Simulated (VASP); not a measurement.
# CoBrO (P-6m2) in VASP: further runs

Runs on CoBrO. Level: PBE. Tasks: single point.

Program: VASP 6.6.1. These are calculated values, not measurements. Logs are shortened: lines on timing, memory, paths and dates and some standing lists are left out, and cuts for length are marked.

**1. The cell of the first run**

It takes space group P-6m2 (No. 187, hexagonal). The conventional cell has a = 3.222 Å, b = 3.222 Å, c = 5.794 Å, α = 90.00°, β = 90.00°, γ = 120.00°. Within 2.5 Å of Co (site symmetry -6m2) lie 3 O at 1.86 Å. Within 4.2 Å of Br (site symmetry -6m2) lie 6 Br at 3.22 Å and 6 Co at 3.44 Å and 6 O at 3.44 Å. Within 2.5 Å of O (site symmetry -6m2) lie 3 Co at 1.86 Å.

**2. Single point, PBE, collinear spin, ferromagnetic start**

File INCAR:

```
PREC = Accurate
ENCUT = 520
EDIFF = 1E-6
ISMEAR = 0
SIGMA = 0.1
LREAL = F
LASPH = T
NELM = 150
ALGO = Normal
ISIF = 2
LWAVE = F
LCHARG = F
ISPIN = 2
MAGMOM = 3 0 0
LORBIT = 11
LMAXMIX = 4
GGA = PE
NBANDS = 22
```

File KPOINTS:

```
Automatic mesh
0
Gamma
  6 6 4
```

File POSCAR:

```
CoBrO
1.0
    3.2215935721      0.0000000024      0.0000000000
   -1.6107967881      2.7899818729      0.0000000000
    0.0000000000      0.0000000000      5.7935526937
Co Br O
1 1 1
Direct
    0.6666666667      0.3333333333      0.5000000000
    0.0000000000      0.0000000000      0.0000000000
    0.3333333333      0.6666666667      0.5000000000
```

Potentials or basis: VASP PAW PBE potentials, release 64 (Co, Br, O).

On the command line:

```bash
> cat potpaw_PBE.64/Co/POTCAR potpaw_PBE.64/Br/POTCAR potpaw_PBE.64/O/POTCAR > POTCAR
> mpirun -np 1 vasp_std > vasp.out
```

OUTCAR:

```text
PREC = Accurate
   ENCUT = 520
   EDIFF = 1E-6
   ISMEAR = 0
   LREAL = F
   LASPH = T
   NELM = 150
   ISIF = 2
   ISPIN = 2
   LORBIT = 11
   GGA = PE

 ion  position               nearest neighbor table
   1  0.667  0.333  0.500-   3 1.86   3 1.86   3 1.86
   2  0.000  0.000  0.000-
   3  0.333  0.667  0.500-   1 1.86   1 1.86   1 1.86

  LATTYP: Found a hexagonal cell.
 ALAT       =     3.2215935721
 C/A-ratio  =     1.7983499669

  Lattice vectors:

 A1 = (   3.2215935721,   0.0000000024,   0.0000000000)
 A2 = (  -1.6107967881,   2.7899818729,   0.0000000000)
 A3 = (   0.0000000000,   0.0000000000,   5.7935526937)

Analysis of symmetry for initial positions (statically):
=====================================================================
 Subroutine PRICEL returns:
 Original cell was already a primitive cell.

 Routine SETGRP: Setting up the symmetry group for a
 hexagonal supercell.

 Subroutine GETGRP returns: Found 12 space group operations
 (whereof 12 operations were pure point group operations)
 out of a pool of 24 trial point group operations.

The static configuration has the point symmetry D_3h.

Analysis of symmetry for dynamics (positions and initial velocities):
=====================================================================
 Subroutine PRICEL returns:
 Original cell was already a primitive cell.

 Routine SETGRP: Setting up the symmetry group for a
 hexagonal supercell.

 Subroutine GETGRP returns: Found 12 space group operations
 (whereof 12 operations were pure point group operations)
 out of a pool of 24 trial point group operations.

The dynamic configuration has the point symmetry D_3h.

Analysis of structural, dynamic, and magnetic symmetry:
=====================================================================
 Subroutine PRICEL returns:
 Original cell was already a primitive cell.

 Routine SETGRP: Setting up the symmetry group for a
 hexagonal supercell.

 Subroutine GETGRP returns: Found 12 space group operations
 (whereof 12 operations were pure point group operations)
 out of a pool of 24 trial point group operations.

The overall configuration has the point symmetry D_3h.

 Subroutine INISYM returns: Found 12 space group operations
 (whereof 12 operations are pure point group operations),
 and found     1 'primitive' translations

----------------------------------------------------------------------------------------

                                     Primitive cell

  volume of cell :      52.0735

  direct lattice vectors                    reciprocal lattice vectors
     3.221593572  0.000000002  0.000000000     0.310405387  0.179212634  0.000000000
    -1.610796788  2.789981873  0.000000000    -0.000000000  0.358425268  0.000000000
     0.000000000  0.000000000  5.793552694     0.000000000  0.000000000  0.172605662

  length of vectors
     3.221593572  3.221593572  5.793552694     0.358425268  0.358425268  0.172605662

  position of ions in fractional coordinates (direct lattice)
     0.666666667  0.333333333  0.500000000
     0.000000000  0.000000000  0.000000000
     0.333333333  0.666666667  0.500000000

  ion indices of the primitive-cell ions
   primitive index   ion index
                 1           1
                 2           2
                 3           3

----------------------------------------------------------------------------------------

 KPOINTS: Automatic mesh

Automatic generation of k-mesh.
 Grid dimensions read from file:
 generate k-points for:    6    6    4

 Generating k-lattice:

  Cartesian coordinates                     Fractional coordinates (reciprocal lattice)
     0.051734231  0.029868772  0.000000000     0.166666667  0.000000000  0.000000000
    -0.000000000  0.059737545  0.000000000     0.000000000  0.166666667  0.000000000
     0.000000000  0.000000000  0.043151416     0.000000000  0.000000000  0.250000000

  Length of vectors
     0.059737545  0.059737545  0.043151416

  Shift w.r.t. Gamma in fractional coordinates (k-lattice)
     0.000000000  0.000000000  0.000000000

 Subroutine IBZKPT returns following result:
 ===========================================

 Found     21 irreducible k-points:

 Following reciprocal coordinates:
            Coordinates               Weight
  0.000000  0.000000  0.000000      1.000000
  0.166667  0.000000  0.000000      6.000000
  0.333333  0.000000  0.000000      6.000000
  0.500000  0.000000  0.000000      3.000000
  0.166667  0.166667  0.000000      6.000000
  0.333333  0.166667  0.000000     12.000000
[... 13 lines left out ...]
  0.333333  0.166667  0.500000     12.000000
  0.333333  0.333333  0.500000      2.000000
   k-points           NKPTS =     21   k-points in BZ     NKDIM =     21   number of bands    NBANDS=     22
   number of dos      NEDOS =    301   number of ions     NIONS =      3
   total plane-waves  NPLWV =  27648
   dimension x,y,z NGX =    24 NGY =   24 NGZ =   48
   dimension x,y,z NGXF=    48 NGYF=   48 NGZF=   96
   ions per type =               1   1   1
   NGX,Y,Z   is equivalent  to a cutoff of  12.38, 12.38, 13.77 a.u.
   NGXF,Y,Z  is equivalent  to a cutoff of  24.77, 24.77, 27.55 a.u.
 SYSTEM =  unknown system
   PREC   = accura    normal or accurate (medium, high low for compatibility)
   ISTART =      0    job   : 0-new  1-cont  2-samecut
   ICHARG =      2    charge: 1-file 2-atom 10-const
   ISPIN  =      2    spin polarized calculation?
   LNONCOLLINEAR =      F non collinear calculations
   LSORBIT =      F    spin-orbit coupling
   LASPH  =      T    aspherical Exc in radial PAW
   ENCUT  =  520.0 eV  38.22 Ry    6.18 a.u.   5.99  5.99 10.77*2*pi/ulx,y,z
   NELM   =    150;   NELMIN=  2; NELMDL= -5     # of ELM steps
   EDIFF  = 0.1E-05   stopping-criterion for ELM
   LREAL  =      F    real-space projection
   EDIFFG = 0.1E-04   stopping-criterion for IOM
   NSW    =      0    number of steps for IOM
   IBRION =     -1    ionic relax: 0-MD 1-quasi-New 2-CG
   NFREE  =      0    steps in history (QN), initial steepest desc. (CG)
   ISIF   =      2    stress and relaxation
   ISYM   =      2    0-nonsym 1-usesym 2-fastsym
   POTIM  = 0.5000    time-step for ionic-motion
   TEBEG  =    0.0;   TEEND  =   0.0 temperature during run
   PSTRESS=    0.0 pullay stress
   NELECT =      22.0000    total number of electrons
   NUPDOWN=      -1.0000    fix difference up-down
   EMIN   =  10.00;   EMAX   =-10.00  energy-range for DOS
   EFERMI =   0.00;   METHOD = LEGACY
   ISMEAR =     0;   SIGMA  =   0.10  broadening in eV -4-tet -1-fermi 0-gaus
   EFERMI_NEDOS =   21; number of points for ismear=-14 and -15
   IALGO  =     38    algorithm
   IMIX   =      4    mixing-type and parameters
     AMIX     =   0.40;   BMIX     =  1.00
     AMIX_MAG =   1.60;   BMIX_MAG =  1.00
  volume/ion in A,a.u.               =      17.36       117.14
  Fermi-wavevector in a.u.,A,eV,Ry     =   1.228410  2.321358 20.531072  1.508991
  Thomas-Fermi vector in A             =   2.363337
   LORBIT       =     11    0 simple, 1 ext, 2 COOP (PROOUT), +10 PAW based schemes
   GGA     = PE    functional components
   LHFCALC =     F    Hartree Fock is set to
   AEXX    =    0.0000 exact exchange contribution
   IVDW    =     0    specifies the selected vdW correction
   LEPSILON=     F    determine dielectric tensor
   LRPA    =     F    only Hartree local field effects (RPA)
 spin polarized calculation
 Gauss-broadening in eV      SIGMA  =   0.10
  energy-cutoff  :      520.00
  volume of cell :       52.07
 maximum number of plane-waves:      1431
 NGX is ok and might be reduce to    24
   NGX = 11   NGY = 11   NGZ = 21

 number of electron      22.0000004 magnetization       3.2870353

 Free energy of the ion-electron system (eV)
  ---------------------------------------------------
  ext. energy  EPLUGINS =         0.00000000
  ---------------------------------------------------
  free energy    TOTEN  =       -14.37452859 eV

  energy without entropy =      -14.36308872  energy(sigma->0) =      -14.36880866

 E-fermi :   3.1632     XC(G=0):  -9.9179

 val. band max:        3.1552136954   @ k =   0.1667   0.0000   0.2500
 cond. band min:       3.1741384046   @ k =   0.1667   0.0000   0.5000
 fundamental gap:      0.0189247092
 Fermi energy:         3.1631597706

 spin component 1

 k-point     1 :       0.0000    0.0000    0.0000
  band No.  band energies     occupation
      1     -16.2376      1.00000
      2     -11.8734      1.00000
      3      -3.5222      1.00000
      4      -3.5222      1.00000
      5      -2.0000      1.00000
      6      -0.0620      1.00000
[... 14 lines left out ...]
     21      17.8524      0.00000
     22      19.2162      0.00000

 k-point     2 :       0.1667    0.0000    0.0000
  band No.  band energies     occupation
      1     -16.1209      1.00000
      2     -11.6097      1.00000
      3      -3.6024      1.00000
      4      -3.2780      1.00000
      5      -1.9474      1.00000
      6      -0.0591      1.00000
[... 14 lines left out ...]
     21      16.8807      0.00000
     22      18.1404      0.00000

 k-point     3 :       0.3333    0.0000    0.0000
  band No.  band energies     occupation
      1     -15.8831      1.00000
      2     -10.9940      1.00000
      3      -3.5944      1.00000
      4      -2.6738      1.00000
      5      -1.8847      1.00000
      6      -0.5036      1.00000
[... 14 lines left out ...]
     21      18.6753      0.00000
     22      19.2872      0.00000
[... 401 lines left out ...]
 k-point    20 :       0.3333    0.1667    0.5000
  band No.  band energies     occupation
      1     -15.7637      1.00000
      2     -10.6316      1.00000
      3      -3.3985      1.00000
      4      -2.3477      1.00000
      5      -1.9150      1.00000
      6      -0.5400      1.00000
[... 14 lines left out ...]
     21      18.7232      0.00000
     22      20.2121      0.00000

 k-point    21 :       0.3333    0.3333    0.5000
  band No.  band energies     occupation
      1     -15.7069      1.00000
      2     -10.4334      1.00000
      3      -2.9697      1.00000
      4      -2.3091      1.00000
      5      -1.9256      1.00000
      6      -0.5155      1.00000
[... 14 lines left out ...]
     21      17.6405      0.00000
     22      19.4846      0.00000
 Fermi energy:         3.1631597706

 spin component 2

 k-point     1 :       0.0000    0.0000    0.0000
  band No.  band energies     occupation
      1     -15.5613      1.00000
      2     -11.6520      1.00000
      3      -2.2839      1.00000
      4      -2.2839      1.00000
      5      -1.5351      1.00000
      6       1.9203      1.00000
[... 14 lines left out ...]
     21      18.4998      0.00000
     22      19.3554      0.00000

 k-point     2 :       0.1667    0.0000    0.0000
  band No.  band energies     occupation
      1     -15.4383      1.00000
      2     -11.3876      1.00000
      3      -2.4723      1.00000
      4      -2.0679      1.00000
      5      -1.3474      1.00000
      6       1.7045      1.00000
[... 14 lines left out ...]
     21      17.3254      0.00000
     22      18.3091      0.00000

 k-point     3 :       0.3333    0.0000    0.0000
  band No.  band energies     occupation
      1     -15.1870      1.00000
      2     -10.7694      1.00000
      3      -2.7020      1.00000
      4      -1.5604      1.00000
      5      -0.9686      1.00000
      6      -0.0235      1.00000
[... 14 lines left out ...]
     21      19.2165      0.00000
     22      19.5343      0.00000
[... 401 lines left out ...]
 k-point    20 :       0.3333    0.1667    0.5000
  band No.  band energies     occupation
      1     -15.0600      1.00000
      2     -10.4054      1.00000
      3      -2.6371      1.00000
      4      -1.4522      1.00000
      5      -1.1058      1.00000
      6       0.0290      1.00000
[... 14 lines left out ...]
     21      18.9347      0.00000
     22      20.4957      0.00000

 k-point    21 :       0.3333    0.3333    0.5000
  band No.  band energies     occupation
      1     -14.9998      1.00000
      2     -10.2053      1.00000
      3      -2.1452      1.00000
      4      -1.7796      1.00000
      5      -0.9727      1.00000
      6       0.0576      1.00000
[... 14 lines left out ...]
     21      17.8154      0.00000
     22      20.1476      0.00000

------------------------ aborting loop because EDIFF is reached ----------------------------------------

  FORCE on cell =-STRESS in cart. coord.  units (eV):
  Direction    XX          YY          ZZ          XY          YZ          ZX
  --------------------------------------------------------------------------------------
  -------------------------------------------------------------------------------------
  Total       -0.0578618     -0.0578618      0.0834790     -0.0000000     -0.0000000      0.0000000
  in kB       -1.7802668     -1.7802668      2.5684464     -0.0000000     -0.0000000      0.0000000
  external PRESSURE =      -0.3306957 kB  Pullay stress =       0.0000000 kB

 VOLUME and BASIS-vectors are now :
 -----------------------------------------------------------------------------
  energy-cutoff  :      520.00
  volume of cell :       52.07
      direct lattice vectors                 reciprocal lattice vectors
     3.221593572  0.000000002  0.000000000     0.310405387  0.179212634  0.000000000
    -1.610796788  2.789981873  0.000000000    -0.000000000  0.358425268  0.000000000
     0.000000000  0.000000000  5.793552694     0.000000000  0.000000000  0.172605662

 POSITION                                       TOTAL-FORCE (eV/Angst)
 -----------------------------------------------------------------------------------
      1.61080      0.92999      2.89678        -0.000000      0.000000      0.000000
      0.00000      0.00000      0.00000        -0.000000      0.000000      0.000000
     -0.00000      1.85999      2.89678         0.000000      0.000000      0.000000
 -----------------------------------------------------------------------------------
    total drift:                               -0.000004      0.000002      0.000000

  FREE ENERGIE OF THE ION-ELECTRON SYSTEM (eV)
  ---------------------------------------------------
  free  energy   TOTEN  =       -14.3745285897 eV

  energy  without entropy=      -14.3630887207  energy(sigma->0) =      -14.36880866

 total charge

# of ion       s       p       d       tot
------------------------------------------
    1        0.364   0.443   7.118   7.925
    2        1.639   3.090   0.017   4.746
    3        1.561   3.429   0.000   4.990
--------------------------------------------------
tot          3.564   6.962   7.135  17.661

 magnetization (x)

# of ion       s       p       d       tot
------------------------------------------
    1        0.051   0.049   2.432   2.532
    2        0.007   0.198   0.000   0.206
    3        0.016   0.355   0.000   0.371
--------------------------------------------------
tot          0.075   0.602   2.432   3.109
```

It took 45 s on 1 thread of Intel Xeon Platinum 8259CL at 2.50GHz (Skylake/Cascade Lake), shared host; peak memory 0.21 GiB.

Results:

```yaml
Free_energy: -14.3745 eV
Pressure: 0.0 GPa
Net_moment: 3.29 μB per cell
Site_moments: Co +2.53; Br +0.21; O +0.37 μB
Valence_electrons_inside_the_program's_atomic_spheres: Co 7.92; Br 4.75; O 4.99
```

Levels at points of the mesh, in eV from the Fermi level:
Spin up:
```csv
k point,band 11,band 12,band 13,band 14,band 15,band 16
"(0.00, 0.00, 0.00)",0.53,0.76,0.76,2.23,9.00,9.09
"(0.50, 0.00, 0.00)",-1.74,-1.07,-0.42,5.78,7.19,7.41
"(0.00, 0.00, 0.50)",0.53,0.77,0.77,4.05,6.12,9.51
"(0.50, 0.00, 0.50)",-1.34,-1.14,-0.43,5.65,6.63,9.01
```
Spin down:
| k point | band 5 | band 6 | band 7 | band 8 | band 9 | band 10 | band 11 | band 12 | band 13 | band 14 |
| --- | --- | --- | --- | --- | --- | --- | --- | --- | --- | --- |
| (0.00, 0.00, 0.00) | -4.70 | -1.24 | -0.63 | -0.63 | -0.15 | 1.02 | 1.02 | 2.73 | 2.73 | 2.93 |
| (0.50, 0.00, 0.00) | -4.24 | -3.95 | -1.47 | -0.76 | -0.47 | -0.25 | 0.43 | 0.65 | 0.69 | 6.23 |
| (0.00, 0.00, 0.50) | -3.52 | -3.32 | -0.65 | -0.65 | 0.40 | 1.04 | 1.04 | 2.73 | 2.73 | 4.69 |
| (0.50, 0.00, 0.50) | -4.41 | -3.28 | -1.66 | -0.90 | -0.22 | -0.06 | 0.28 | 0.57 | 0.63 | 6.30 |

Caveat: the k points lie up to 0.38 Å⁻¹ apart; a cell with one magnetic atom can't hold antiferromagnetic order, which such compounds often take; semilocal functionals often make such compounds metallic where correlation or magnetic order opens a gap, which also shifts bond lengths.

**3. Single point, PBE, collinear spin, ferromagnetic start**

This run uses another cell than the first one, of 21.10 Å³/atom, 1.216 times its volume.

File INCAR:

```
SYSTEM = CoBrO
ALGO = Normal
EDIFF = 1E-6
ENCUT = 520
GGA = PE
ISIF = 2
ISMEAR = 0
ISPIN = 2
LASPH = .True.
LCHARG = .False.
LMAXMIX = 4
LORBIT = 11
LREAL = .False.
LWAVE = .False.
MAGMOM = 3 0 0
NBANDS = 22
NELM = 150
PREC = Accurate
SIGMA = 0.1
```

File KPOINTS:

```
k-points
0
Gamma
  6 6 4
  0 0 0
```

File POSCAR:

```
CoBrO
1.0
    3.9419516100      0.0000000000      0.0000000000
   -1.9709758100      3.4138302400      0.0000000000
    0.0000000000      0.0000000000      4.7045880600
Co Br O
1 1 1
Direct
    0.6666666700      0.3333333300      0.5000000000
    0.0000000000      0.0000000000      0.0000000000
    0.3333333300      0.6666666700      0.5000000000
```

Potentials or basis: VASP PAW PBE potentials, release 64 (Co, Br, O).

On the command line:

```bash
> cat potpaw_PBE.64/Co/POTCAR potpaw_PBE.64/Br/POTCAR potpaw_PBE.64/O/POTCAR > POTCAR
> mpirun -np 1 vasp_std > vasp.out
```

Run time: 79 s. Hardware: 1 thread of Intel Xeon Platinum 8259CL at 2.50GHz (Skylake/Cascade Lake), shared host; peak memory 0.22 GiB.

It converged, with:

- Free energy: -12.5146 eV
- Pressure: -14.6 GPa
- Band gap on the k mesh: zero (filled and empty bands overlap)
- Net moment: 4.00 μB per cell
- Site moments: Co +2.64; Br +0.39; O +0.71 μB
- Valence electrons inside the program's atomic spheres: Co 7.36; Br 4.75; O 4.76

Stress tensor (GPa, compression positive):
```
-18.97   0.00   0.00
  0.00 -18.97   0.00
  0.00   0.00  -5.88
```

Levels at points of the mesh, in eV from the Fermi level:
Spin up:
```tsv
k point	band 11	band 12	band 13	band 14	band 15	band 16
(0.00, 0.00, 0.00)	-0.73	-0.72	-0.72	1.53	7.31	9.47
(0.50, 0.00, 0.00)	-1.53	-1.28	-0.68	4.75	6.49	6.70
(0.00, 0.00, 0.50)	-0.94	-0.66	-0.66	4.23	5.59	9.25
(0.50, 0.00, 0.50)	-1.25	-1.01	-0.94	3.88	6.44	8.73
```
Spin down:
```
           k point  band 7  band 8  band 9  band 10  band 11  band 12
(0.00, 0.00, 0.00)   -0.28   -0.26   -0.12    -0.12     0.58     1.24
(0.50, 0.00, 0.00)   -0.73   -0.51   -0.18    -0.17     0.28     0.63
(0.00, 0.00, 0.50)   -0.64   -0.64   -0.15     0.21     0.21     1.23
(0.50, 0.00, 0.50)   -1.04   -0.56   -0.05     0.29     0.32     0.35
```

Caveat: a cell with one magnetic atom can't hold antiferromagnetic order, which such compounds often take; semilocal functionals often make such compounds metallic where correlation or magnetic order opens a gap, which also shifts bond lengths.

(Part 1 of 2 ends here.)
